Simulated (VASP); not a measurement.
# HgTe (F-43m) in VASP: notebook

Runs on HgTe. Level: PBE. Tasks: single point.

Program: VASP 6.6.1. These are calculated values, not measurements. Logs are shortened: lines on timing, memory, paths and dates and some standing lists are left out, and cuts for length are marked.

## Step 1: The cell of the first run

It takes space group F-43m (No. 216, cubic). The conventional cell has a = 6.315 Å, b = 6.315 Å, c = 6.315 Å, α = 90.00°, β = 90.00°, γ = 90.00°. Within 3.6 Å of Hg (site symmetry -43m) lie 4 Te at 2.73 Å. Within 3.6 Å of Te (site symmetry -43m) lie 4 Hg at 2.73 Å.

## Step 2: Single point, PBE (volume scaled by 0.94, then relaxed in part)

File INCAR:

```
SYSTEM = HgTe
PREC = Accurate
ENCUT = 520
EDIFF = 1E-6
ISMEAR = -1
SIGMA = 0.05
LREAL = .FALSE.
LASPH = .TRUE.
NELM = 60
ALGO = Normal
ISIF = 2
LWAVE = .FALSE.
LCHARG = .FALSE.
GGA = PE
NBANDS = 16
```

File KPOINTS:

```
regular mesh
0
G
  13 13 13
  0 0 0
```

File POSCAR:

```
HgTe
1.0
    0.0000000000      3.1576958214      3.1576958214
    3.1576958214      0.0000000000      3.1576958214
    3.1576958214      3.1576958214      0.0000000000
Hg Te
1 1
Direct
    0.0000000000      0.0000000000      0.0000000000
    0.2500000000      0.2500000000      0.2500000000
```

Potentials or basis: VASP PAW PBE potentials, release 64 (Hg, Te).

The run is started by

```console
cat potpaw_PBE.64/Hg/POTCAR potpaw_PBE.64/Te/POTCAR > POTCAR
mpirun -np 1 vasp_std > vasp.out
```

OUTCAR:

```text
SYSTEM = HgTe
   PREC = Accurate
   ENCUT = 520
   EDIFF = 1E-6
   ISMEAR = -1
   LREAL = .FALSE.
   LASPH = .TRUE.
   NELM = 60
   ISIF = 2
   GGA = PE

 ion  position               nearest neighbor table
   1  0.000  0.000  0.000-   2 2.73   2 2.73   2 2.73   2 2.73
   2  0.250  0.250  0.250-   1 2.73   1 2.73   1 2.73   1 2.73

  LATTYP: Found a face centered cubic cell.
 ALAT       =     6.3153916428

  Lattice vectors:

 A1 = (   0.0000000000,   3.1576958214,   3.1576958214)
 A2 = (   3.1576958214,   0.0000000000,   3.1576958214)
 A3 = (   3.1576958214,   3.1576958214,   0.0000000000)

Analysis of symmetry for initial positions (statically):
=====================================================================
 Subroutine PRICEL returns:
 Original cell was already a primitive cell.

 Routine SETGRP: Setting up the symmetry group for a
 face centered cubic supercell.

 Subroutine GETGRP returns: Found 24 space group operations
 (whereof 24 operations were pure point group operations)
 out of a pool of 48 trial point group operations.

The static configuration has the point symmetry T_d .

Analysis of symmetry for dynamics (positions and initial velocities):
=====================================================================
 Subroutine PRICEL returns:
 Original cell was already a primitive cell.

 Routine SETGRP: Setting up the symmetry group for a
 face centered cubic supercell.

 Subroutine GETGRP returns: Found 24 space group operations
 (whereof 24 operations were pure point group operations)
 out of a pool of 48 trial point group operations.

The dynamic configuration has the point symmetry T_d .

 Subroutine INISYM returns: Found 24 space group operations
 (whereof 24 operations are pure point group operations),
 and found     1 'primitive' translations

----------------------------------------------------------------------------------------

                                     Primitive cell

  volume of cell :      62.9710

  direct lattice vectors                    reciprocal lattice vectors
     0.000000000  3.157695821  3.157695821    -0.158343307  0.158343307  0.158343307
     3.157695821  0.000000000  3.157695821     0.158343307 -0.158343307  0.158343307
     3.157695821  3.157695821  0.000000000     0.158343307  0.158343307 -0.158343307

  length of vectors
     4.465656256  4.465656256  4.465656256     0.274258653  0.274258653  0.274258653

  position of ions in fractional coordinates (direct lattice)
     0.000000000  0.000000000  0.000000000
     0.250000000  0.250000000  0.250000000

  ion indices of the primitive-cell ions
   primitive index   ion index
                 1           1
                 2           2

----------------------------------------------------------------------------------------

 KPOINTS: regular mesh

Automatic generation of k-mesh.
 Grid dimensions read from file:
 generate k-points for:   13   13   13

 Generating k-lattice:

  Cartesian coordinates                     Fractional coordinates (reciprocal lattice)
    -0.012180254  0.012180254  0.012180254     0.076923077  0.000000000  0.000000000
     0.012180254 -0.012180254  0.012180254     0.000000000  0.076923077  0.000000000
     0.012180254  0.012180254 -0.012180254     0.000000000  0.000000000  0.076923077

  Length of vectors
     0.021096819  0.021096819  0.021096819

  Shift w.r.t. Gamma in fractional coordinates (k-lattice)
     0.000000000  0.000000000  0.000000000

 Subroutine IBZKPT returns following result:
 ===========================================

 Found     84 irreducible k-points:

 Following reciprocal coordinates:
            Coordinates               Weight
  0.000000  0.000000  0.000000      1.000000
  0.076923  0.000000  0.000000      8.000000
  0.153846  0.000000  0.000000      8.000000
  0.230769  0.000000  0.000000      8.000000
  0.307692  0.000000  0.000000      8.000000
  0.384615  0.000000  0.000000      8.000000
[... 16 lines left out ...]
  0.384615  0.153846  0.000000     24.000000
  0.461538  0.153846  0.000000     24.000000
 [... further k-points ...]
   k-points           NKPTS =     84   k-points in BZ     NKDIM =     84   number of bands    NBANDS=     16
   number of dos      NEDOS =    301   number of ions     NIONS =      2
   total plane-waves  NPLWV =  46656
   dimension x,y,z NGX =    36 NGY =   36 NGZ =   36
   dimension x,y,z NGXF=    72 NGYF=   72 NGZF=   72
   ions per type =               1   1
   NGX,Y,Z   is equivalent  to a cutoff of  13.40, 13.40, 13.40 a.u.
   NGXF,Y,Z  is equivalent  to a cutoff of  26.80, 26.80, 26.80 a.u.
 SYSTEM =  HgTe
   PREC   = accura    normal or accurate (medium, high low for compatibility)
   ISTART =      0    job   : 0-new  1-cont  2-samecut
   ICHARG =      2    charge: 1-file 2-atom 10-const
   ISPIN  =      1    spin polarized calculation?
   LNONCOLLINEAR =      F non collinear calculations
   LSORBIT =      F    spin-orbit coupling
   LASPH  =      T    aspherical Exc in radial PAW
   ENCUT  =  520.0 eV  38.22 Ry    6.18 a.u.   8.30  8.30  8.30*2*pi/ulx,y,z
   NELM   =     60;   NELMIN=  2; NELMDL= -5     # of ELM steps
   EDIFF  = 0.1E-05   stopping-criterion for ELM
   LREAL  =      F    real-space projection
   EDIFFG = 0.1E-04   stopping-criterion for IOM
   NSW    =      0    number of steps for IOM
   IBRION =     -1    ionic relax: 0-MD 1-quasi-New 2-CG
   NFREE  =      0    steps in history (QN), initial steepest desc. (CG)
   ISIF   =      2    stress and relaxation
   ISYM   =      2    0-nonsym 1-usesym 2-fastsym
   POTIM  = 0.5000    time-step for ionic-motion
   TEBEG  =    0.0;   TEEND  =   0.0 temperature during run
   PSTRESS=    0.0 pullay stress
   NELECT =      18.0000    total number of electrons
   NUPDOWN=      -1.0000    fix difference up-down
   EMIN   =  10.00;   EMAX   =-10.00  energy-range for DOS
   EFERMI =   0.00;   METHOD = LEGACY
   ISMEAR =    -1;   SIGMA  =   0.05  broadening in eV -4-tet -1-fermi 0-gaus
   EFERMI_NEDOS =   21; number of points for ismear=-14 and -15
   IALGO  =     38    algorithm
   IMIX   =      4    mixing-type and parameters
     AMIX     =   0.40;   BMIX     =  1.00
     AMIX_MAG =   1.60;   BMIX_MAG =  1.00
  volume/ion in A,a.u.               =      31.49       212.47
  Fermi-wavevector in a.u.,A,eV,Ry     =   1.078414  2.037906 15.823249  1.162976
  Thomas-Fermi vector in A             =   2.214352
   LORBIT       =      0    0 simple, 1 ext, 2 COOP (PROOUT), +10 PAW based schemes
   GGA     = PE    functional components
   LHFCALC =     F    Hartree Fock is set to
   AEXX    =    0.0000 exact exchange contribution
   IVDW    =     0    specifies the selected vdW correction
   LEPSILON=     F    determine dielectric tensor
   LRPA    =     F    only Hartree local field effects (RPA)
 non-spin polarized calculation
  energy-cutoff  :      520.00
  volume of cell :       62.97
 maximum number of plane-waves:      1717
 NGX is ok and might be reduce to    36
   NGX = 17   NGY = 17   NGZ = 17

 number of electron      18.0000000 magnetization

 Free energy of the ion-electron system (eV)
  ---------------------------------------------------
  ext. energy  EPLUGINS =         0.00000000
  ---------------------------------------------------
  free energy    TOTEN  =        -3.42167673 eV

  energy without entropy =       -3.42147890  energy(sigma->0) =       -3.42157782

 E-fermi :   3.9734     XC(G=0):  -9.0670

 val. band max:        3.8741601282   @ k =   0.0000   0.0000   0.0000
 cond. band min:       4.3585847295   @ k =   0.0769   0.0000   0.0000
 fundamental gap:      0.4844246013
 Fermi energy:         3.9734289487

 k-point     1 :       0.0000    0.0000    0.0000
  band No.  band energies     occupation
      1      -8.6501      2.00000
      2      -3.9202      2.00000
      3      -3.9202      2.00000
      4      -3.9202      2.00000
      5      -3.3012      2.00000
      6      -3.3012      2.00000
[... 8 lines left out ...]
     15      13.5234      0.00000
     16      13.5234      0.00000

 k-point     2 :       0.0769    0.0000    0.0000
  band No.  band energies     occupation
      1      -8.6158      2.00000
      2      -3.9111      2.00000
      3      -3.9104      2.00000
      4      -3.9104      2.00000
      5      -3.3025      2.00000
      6      -3.3025      2.00000
[... 8 lines left out ...]
     15      12.9201      0.00000
     16      12.9201      0.00000

 k-point     3 :       0.1538    0.0000    0.0000
  band No.  band energies     occupation
      1      -8.5186      2.00000
      2      -3.8837      2.00000
      3      -3.8837      2.00000
      4      -3.8761      2.00000
      5      -3.3049      2.00000
      6      -3.3049      2.00000
[... 8 lines left out ...]
     15      12.4690      0.00000
     16      12.4690      0.00000

 k-point     4 :       0.2308    0.0000    0.0000
  band No.  band energies     occupation
      1      -8.3760      2.00000
      2      -3.8484      2.00000
      3      -3.8484      2.00000
      4      -3.7932      2.00000
      5      -3.3044      2.00000
      6      -3.3044      2.00000
[... 8 lines left out ...]
     15      12.3435      0.00000
     16      12.3435      0.00000
[... 324 lines left out ...]
 k-point    22 :       0.3077    0.1538    0.0000
  band No.  band energies     occupation
      1      -8.2267      2.00000
      2      -3.8409      2.00000
      3      -3.7691      2.00000
      4      -3.7162      2.00000
      5      -3.3232      2.00000
      6      -3.2724      2.00000
[... 8 lines left out ...]
     15      13.1253      0.00000
     16      13.4840      0.00000

 k-point    23 :       0.3846    0.1538    0.0000
  band No.  band energies     occupation
      1      -8.0842      2.00000
      2      -3.7987      2.00000
      3      -3.7396      2.00000
      4      -3.5654      2.00000
      5      -3.2778      2.00000
      6      -3.2671      2.00000
[... 8 lines left out ...]
     15      13.1017      0.00000
     16      13.8497      0.00000

 k-point    24 :       0.4615    0.1538    0.0000
  band No.  band energies     occupation
      1      -7.9744      2.00000
      2      -3.7730      2.00000
      3      -3.7247      2.00000
      4      -3.4058      2.00000
      5      -3.2677      2.00000
      6      -3.1283      2.00000
[... 8 lines left out ...]
     15      13.5129      0.00000
     16      14.2276      0.00000

 [... further k-points ...]

------------------------ aborting loop because EDIFF is reached ----------------------------------------

  FORCE on cell =-STRESS in cart. coord.  units (eV):
  Direction    XX          YY          ZZ          XY          YZ          ZX
  --------------------------------------------------------------------------------------
  -------------------------------------------------------------------------------------
  Total        3.1566397      3.1566397      3.1566397      0.0000000      0.0000000     -0.0000000
  in kB       80.3146411     80.3146411     80.3146411      0.0000000      0.0000000     -0.0000000
  external PRESSURE =      80.3146411 kB  Pullay stress =       0.0000000 kB

 VOLUME and BASIS-vectors are now :
 -----------------------------------------------------------------------------
  energy-cutoff  :      520.00
  volume of cell :       62.97
      direct lattice vectors                 reciprocal lattice vectors
     0.000000000  3.157695821  3.157695821    -0.158343307  0.158343307  0.158343307
     3.157695821  0.000000000  3.157695821     0.158343307 -0.158343307  0.158343307
     3.157695821  3.157695821  0.000000000     0.158343307  0.158343307 -0.158343307

 POSITION                                       TOTAL-FORCE (eV/Angst)
 -----------------------------------------------------------------------------------
      0.00000      0.00000      0.00000         0.000000      0.000000      0.000000
      1.57885      1.57885      1.57885        -0.000000     -0.000000     -0.000000
 -----------------------------------------------------------------------------------
    total drift:                               -0.000000     -0.000000     -0.000000

  FREE ENERGIE OF THE ION-ELECTRON SYSTEM (eV)
  ---------------------------------------------------
  free  energy   TOTEN  =        -3.4216767311 eV

  energy  without entropy=       -3.4214789025  energy(sigma->0) =       -3.42157782
```

Run time: 38 s. Hardware: 1 thread of Intel Xeon 6975P-C (Granite Rapids), shared host; peak memory 0.25 GiB.

What came out:

- Free energy: -3.4217 eV
- Pressure: 8.0 GPa
- Band gap on the k mesh: zero (filled and empty bands touch)

Caveat: spin-orbit coupling is left out, which moves the levels of the heavy elements.

## Step 3: Single point, PBE (volume scaled by 0.96, then relaxed in part)

File INCAR:

```
SYSTEM = HgTe
PREC = Accurate
ENCUT = 520
EDIFF = 1E-6
ISMEAR = -1
SIGMA = 0.05
LREAL = .False.
LASPH = .True.
NELM = 80
ALGO = Normal
ISIF = 2
LWAVE = .False.
LCHARG = .True.
GGA = PE
LELF = .True.
LVHAR = .True.
NBANDS = 16
```

File KPOINTS:

```
Automatic mesh
0
Gamma
  13 13 13
  0 0 0
```

File POSCAR:

```
HgTe
1.0
    0.0000000000      3.1799338486      3.1799338486
    3.1799338486      0.0000000000      3.1799338486
    3.1799338486      3.1799338486      0.0000000000
Hg Te
1 1
Direct
    0.0000000000      0.0000000000      0.0000000000
    0.2500000000      0.2500000000      0.2500000000
```

Potentials or basis: VASP PAW PBE potentials, release 64 (Hg, Te).

The run is started by

```console
cat potpaw_PBE.64/Hg/POTCAR potpaw_PBE.64/Te/POTCAR > POTCAR
mpirun -np 1 vasp_std > vasp.out
```

It took 42 s on 1 thread of Intel Xeon 6975P-C (Granite Rapids), shared host; peak memory 0.26 GiB.

It converged, with:

```
Free energy            : -3.4831 eV
Pressure               : 6.6 GPa
Band gap on the k mesh : zero (filled and empty bands touch)
```

Levels at points of the mesh, in eV from the Fermi level:
| k point | band 7 | band 8 | band 9 | band 10 | band 11 | band 12 |
| --- | --- | --- | --- | --- | --- | --- |
| (0.00, 0.00, 0.00) | -0.71 | -0.10 | -0.10 | -0.10 | 4.03 | 4.03 |

Caveat: spin-orbit coupling is left out, which moves the levels of the heavy elements.

(Continued in part 2 of 2.)
